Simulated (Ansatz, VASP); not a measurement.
## CsSi4Sb2: VASP beside Ansatz

Contents of INCAR:

```
PREC     = Accurate       # precision mode
ENCUT    = 600            # plane-wave cutoff, eV
EDIFF    = 1E-6           # SCF threshold, eV
ISMEAR   = 0              # smearing method
SIGMA    = 0.1            # smearing width, eV
LREAL    = False          # projectors in reciprocal space
LASPH    = True           # aspherical terms in the spheres
NELM     = 60             # most SCF steps
ALGO     = Normal         # electronic algorithm
ISIF     = 3              # what is computed and relaxed
LWAVE    = False          # write WAVECAR
LCHARG   = False          # write CHGCAR
GGA      = PE             # functional
IBRION   = 2              # ionic algorithm
NSW      = 100            # ionic steps
EDIFFG   = -0.01          # ionic threshold
```

Contents of KPOINTS:

```
regular mesh
0
Gamma
  6 6 6
```

Contents of POSCAR:

```
CsSi4Sb2
1.0
   -3.6288249195      3.6288249195      3.8015498042
    3.6288249195     -3.6288249195      3.8015498042
    3.6288249195      3.6288249195     -3.8015498042
Cs Si Sb
1 4 2
Direct
    0.0000000000      0.0000000000      0.0000000000
    0.7305608437      0.5000000000      0.2305608437
    0.5000000000      0.7305608437      0.2305608437
    0.5000000000      0.2694391563      0.7694391563
    0.2694391563      0.5000000000      0.7694391563
    0.2500000000      0.7500000000      0.5000000000
    0.7500000000      0.2500000000      0.5000000000
```

Input for Ansatz:

```yaml
crystal:
  lattice:
    - [-3.6288249195, 3.6288249195, 3.8015498042]
    - [3.6288249195, -3.6288249195, 3.8015498042]
    - [3.6288249195, 3.6288249195, -3.8015498042]
  atoms:
    - { symbol: Cs, position: [0.0, 0.0, 0.0] }
    - { symbol: Si, position: [0.7305608437, 0.5, 0.2305608437] }
    - { symbol: Si, position: [0.5, 0.7305608437, 0.2305608437] }
    - { symbol: Si, position: [0.5, 0.2694391563, 0.7694391563] }
    - { symbol: Si, position: [0.2694391563, 0.5, 0.7694391563] }
    - { symbol: Sb, position: [0.25, 0.75, 0.5] }
    - { symbol: Sb, position: [0.75, 0.25, 0.5] }
basis:
  ecutwfc: 420
kpoints:
  mp_grid: { grid: [6, 6, 6] }
hamiltonian:
  xc: pbe
scf:
  occupations: { method: gaussian, width: 0.1 }
output:
  forces: true
  stress: true
  eigenvalues: true
relax:
  adjacent_minimum: "off"
  f_tol: 0.01
  max_steps: 80
  cell: { stress_tol: 0.05 }
```

Change from the starting cell: species swapped into the BaNi2P4 type (I4/mmm, No. 139).

Alike in both runs: task relaxation of cell and atoms; functional PBE; k mesh 6 × 6 × 6; occupations gaussian, width 0.1 eV; no spin polarisation.

|  | VASP | Ansatz |
| --- | --- | --- |
| version | VASP 6.6.1 | Ansatz 0.2.0 |
| potentials or method | VASP PAW PBE potentials, release 64 (Cs_sv, Si, Sb), cutoff 600 eV | scalar-relativistic, plane waves, PAW |
| valence electrons in the cell | 35 | 55 |

```tsv
	VASP	Ansatz	Ansatz less VASP
gap on the k mesh at the Fermi level, each at its own relaxed structure (eV)	none	none	-
relaxed volume (Å³/atom)	28.99	28.93	-0.056
relaxed cell length with the largest relative difference (Å)	6.416	6.412	-0.0040
```

A gap of «none» marks a metal or a gap that the smearing closes. VASP's potentials hold 35 valence electrons a cell and Ansatz's 55, so a difference there can come from the potentials and not from the codes.

Spin-orbit coupling is off throughout.
